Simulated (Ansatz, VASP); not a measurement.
# Cd: VASP beside Ansatz

```
Cd
1.0
     0.00000    3.25209    3.25209
     3.25209    0.00000    3.25209
     3.25209    3.25209    0.00000
Cd
2
Cartesian
  -0.8130 -0.8130 -0.8130
  0.8130 0.8130 0.8130
```

Change from the starting cell: volume scaled by 0.92, LAPW.

Alike in both runs: task single point; functional PBE; k mesh 12 × 12 × 12; occupations fermi-dirac, width 0.08 eV; no spin polarisation.

|  | VASP | Ansatz |
| --- | --- | --- |
| version | VASP 6.6.1 | Ansatz 0.2.0 |
| potentials or method | VASP PAW PBE potentials, release 64 (Cd), cutoff 520 eV | all-electron LAPW, scalar-relativistic |

Ansatz gave:

* pressure (GPa): 1.6

Q: What did VASP give for the same quantities?

A: Pressure (GPa): 1.8.

Ansatz ran all-electron here, and VASP with PAW potentials.
